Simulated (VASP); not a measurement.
# BN (P6_3mc) in VASP: single point with PBE

Aim: the single point of BN with PBE.

Program: VASP 6.6.1. These are calculated values, not measurements. Logs are shortened: lines on timing, memory, paths and dates and some standing lists are left out, and cuts for length are marked.

## Step 1: The cell of the first run

The structure is hexagonal, space group P6_3mc (No. 186). Conventional cell: a = 2.536 Å, b = 2.536 Å, c = 4.199 Å, α = 90.00°, β = 90.00°, γ = 120.00°. Within 2.1 Å of B (site symmetry 3m) lie 4 N at 1.56 to 1.57 Å. N (site symmetry 3m) has 4 B at 1.56 to 1.57 Å within 2.1 Å.

## Step 2: Single point, PBE

Input file INCAR:

```
SYSTEM = BN
ALGO = Normal
EDIFF = 1E-7
ENCUT = 520
GGA = PE
ISIF = 2
ISMEAR = -1
LASPH = .True.
LCHARG = .False.
LREAL = .False.
LWAVE = .False.
NBANDS = 16
NELM = 60
PREC = Accurate
SIGMA = 0.02
```

Input file KPOINTS:

```
k-points
0
Gamma
  11 11 6
  0 0 0
```

Input file POSCAR:

```
BN
1.0
    2.5359998164      0.0000000000      0.0000000000
   -1.2679999082      2.1962402650      0.0000000000
    0.0000000000      0.0000000000      4.1990000000
B N
2 2
Direct
    0.6666666667      0.3333333333      0.0000000000
    0.3333333333      0.6666666667      0.5000000000
    0.6666666667      0.3333333333      0.3750000000
    0.3333333333      0.6666666667      0.8750000000
```

Potentials or basis: VASP PAW PBE potentials, release 64 (B, N).

Run with:

```
cat potpaw_PBE.64/B/POTCAR potpaw_PBE.64/N/POTCAR > POTCAR
mpirun -np 1 vasp_std > vasp.out
```

OUTCAR:

```text
SYSTEM = BN
   EDIFF = 1E-7
   ENCUT = 520
   GGA = PE
   ISIF = 2
   ISMEAR = -1
   LASPH = .True.
   LREAL = .False.
   NELM = 60
   PREC = Accurate

 ion  position               nearest neighbor table
   1  0.667  0.333  0.000-   4 1.56   4 1.56   4 1.56   3 1.57
   2  0.333  0.667  0.500-   3 1.56   3 1.56   3 1.56   4 1.57
   3  0.667  0.333  0.375-   2 1.56   2 1.56   2 1.56   1 1.57
   4  0.333  0.667  0.875-   1 1.56   1 1.56   1 1.56   2 1.57

  LATTYP: Found a hexagonal cell.
 ALAT       =     2.5359998164
 C/A-ratio  =     1.6557572177

  Lattice vectors:

 A1 = (   2.5359998164,   0.0000000000,   0.0000000000)
 A2 = (  -1.2679999082,   2.1962402650,   0.0000000000)
 A3 = (   0.0000000000,   0.0000000000,   4.1990000000)

Analysis of symmetry for initial positions (statically):
=====================================================================
 Subroutine PRICEL returns:
 Original cell was already a primitive cell.

 Routine SETGRP: Setting up the symmetry group for a
 hexagonal supercell.

 Subroutine GETGRP returns: Found 12 space group operations
 (whereof  6 operations were pure point group operations)
 out of a pool of 24 trial point group operations.

The static configuration has the point symmetry C_3v.
 The point group associated with its full space group is C_6v.

Analysis of symmetry for dynamics (positions and initial velocities):
=====================================================================
 Subroutine PRICEL returns:
 Original cell was already a primitive cell.

 Routine SETGRP: Setting up the symmetry group for a
 hexagonal supercell.

 Subroutine GETGRP returns: Found 12 space group operations
 (whereof  6 operations were pure point group operations)
 out of a pool of 24 trial point group operations.

The dynamic configuration has the point symmetry C_3v.
 The point group associated with its full space group is C_6v.

 Subroutine INISYM returns: Found 12 space group operations
 (whereof  6 operations are pure point group operations),
 and found     1 'primitive' translations

----------------------------------------------------------------------------------------

                                     Primitive cell

  volume of cell :      23.3870

  direct lattice vectors                    reciprocal lattice vectors
     2.535999816  0.000000000  0.000000000     0.394321795  0.227661795  0.000000000
    -1.267999908  2.196240265  0.000000000     0.000000000  0.455323589  0.000000000
     0.000000000  0.000000000  4.199000000     0.000000000  0.000000000  0.238151941

  length of vectors
[... 90 lines left out ...]
   IBRION =     -1    ionic relax: 0-MD 1-quasi-New 2-CG
   NFREE  =      0    steps in history (QN), initial steepest desc. (CG)
   ISIF   =      2    stress and relaxation
   ISYM   =      2    0-nonsym 1-usesym 2-fastsym
   POTIM  = 0.5000    time-step for ionic-motion
   TEBEG  =    0.0;   TEEND  =   0.0 temperature during run
   PSTRESS=    0.0 pullay stress
   NELECT =      16.0000    total number of electrons
   NUPDOWN=      -1.0000    fix difference up-down
   EMIN   =  10.00;   EMAX   =-10.00  energy-range for DOS
   EFERMI =   0.00;   METHOD = LEGACY
   ISMEAR =    -1;   SIGMA  =   0.02  broadening in eV -4-tet -1-fermi 0-gaus
   EFERMI_NEDOS =   21; number of points for ismear=-14 and -15
   IALGO  =     38    algorithm
   IMIX   =      4    mixing-type and parameters
     AMIX     =   0.40;   BMIX     =  1.00
     AMIX_MAG =   1.60;   BMIX_MAG =  1.00
  volume/ion in A,a.u.               =       5.85        39.46
  Fermi-wavevector in a.u.,A,eV,Ry     =   1.442524  2.725976 28.312047  2.080877
  Thomas-Fermi vector in A             =   2.561035
   LORBIT       =      0    0 simple, 1 ext, 2 COOP (PROOUT), +10 PAW based schemes
   GGA     = PE    functional components
   LHFCALC =     F    Hartree Fock is set to
   AEXX    =    0.0000 exact exchange contribution
   IVDW    =     0    specifies the selected vdW correction
   LEPSILON=     F    determine dielectric tensor
   LRPA    =     F    only Hartree local field effects (RPA)
 non-spin polarized calculation
  energy-cutoff  :      520.00
  volume of cell :       23.39
 maximum number of plane-waves:       652
 NGX is ok and might be reduce to    20
   NGX =  9   NGY =  9   NGZ = 15

 number of electron      15.9999999 magnetization

 Free energy of the ion-electron system (eV)
  ---------------------------------------------------
  ext. energy  EPLUGINS =         0.00000000
  ---------------------------------------------------
  free energy    TOTEN  =       -34.81899458 eV

  energy without entropy =      -34.81899458  energy(sigma->0) =      -34.81899458

 E-fermi :   8.0533     XC(G=0): -12.8632

 val. band max:        7.6801027141   @ k =   0.0000   0.0000   0.0000
 cond. band min:      13.0512365126   @ k =   0.3636   0.2727   0.0000
 fundamental gap:      5.3711337985
 Fermi energy:         8.0532726448

 k-point     1 :       0.0000    0.0000    0.0000
  band No.  band energies     occupation
      1     -12.8380      2.00000
      2      -8.6439      2.00000
      3      -3.3269      2.00000
      4       5.5461      2.00000
      5       5.5461      2.00000
      6       7.4317      2.00000
[... 433 lines left out ...]
      3      -1.4053      2.00000
      4       1.8951      2.00000
      5       3.2264      2.00000
      6       4.2620      2.00000
[... 8 lines left out ...]
     15      22.5175      0.00000
     16      23.1765      0.00000

 [... further k-points ...]

------------------------ aborting loop because EDIFF is reached ----------------------------------------

  FORCE on cell =-STRESS in cart. coord.  units (eV):
  Direction    XX          YY          ZZ          XY          YZ          ZX
  --------------------------------------------------------------------------------------
  -------------------------------------------------------------------------------------
  Total        1.2678809      1.2678809      1.0899161      0.0000000      0.0000000      0.0000000
  in kB       86.8588529     86.8588529     74.6670036      0.0000000      0.0000000      0.0000000
  external PRESSURE =      82.7949031 kB  Pullay stress =       0.0000000 kB

 VOLUME and BASIS-vectors are now :
 -----------------------------------------------------------------------------
  energy-cutoff  :      520.00
  volume of cell :       23.39
      direct lattice vectors                 reciprocal lattice vectors
     2.535999816  0.000000000  0.000000000     0.394321795  0.227661795  0.000000000
    -1.267999908  2.196240265  0.000000000     0.000000000  0.455323589  0.000000000
     0.000000000  0.000000000  4.199000000     0.000000000  0.000000000  0.238151941

 POSITION                                       TOTAL-FORCE (eV/Angst)
 -----------------------------------------------------------------------------------
      1.26800      0.73208      0.00000         0.000000      0.000000      0.057884
     -0.00000      1.46416      2.09950        -0.000000      0.000000      0.057884
      1.26800      0.73208      1.57462        -0.000000     -0.000000     -0.057884
     -0.00000      1.46416      3.67413         0.000000      0.000000     -0.057884
 -----------------------------------------------------------------------------------
    total drift:                               -0.000000     -0.000000     -0.000193

  FREE ENERGIE OF THE ION-ELECTRON SYSTEM (eV)
  ---------------------------------------------------
  free  energy   TOTEN  =       -34.8189945768 eV

  energy  without entropy=      -34.8189945768  energy(sigma->0) =      -34.81899458
```

It took 8.9 s on 1 thread of Intel Xeon 6975P-C (Granite Rapids), shared host; peak memory 0.14 GiB.

What came out:

```yaml
Free_energy: -34.8190 eV
Pressure: 8.3 GPa
Largest_force: 0.058 eV/Å
Band_gap_on_the_k_mesh: 5.37 eV, indirect (least direct gap 8.35 eV)
```

Forces in eV/Å, atoms in the order of the input:
```
B    0.000  0.000  0.058
B    0.000  0.000  0.058
N    0.000  0.000 -0.058
N    0.000  0.000 -0.058
```

Stress tensor (GPa, compression positive):
```
8.69 0.00 0.00
0.00 8.69 0.00
0.00 0.00 7.47
```

Levels at points of the mesh, in eV from the valence-band top:
| k point | band 6 | band 7 | band 8 | band 9 | band 10 | band 11 |
| --- | --- | --- | --- | --- | --- | --- |
| (0.00, 0.00, 0.00) | -0.25 | 0.00 | 0.00 | 8.44 | 8.44 | 8.62 |
| (0.00, 0.00, 0.50) | -1.18 | -1.18 | -1.18 | 9.61 | 9.61 | 10.00 |

A k mesh can miss the band edges. A hybrid or GW would open this gap; PBE tends to underestimate it.
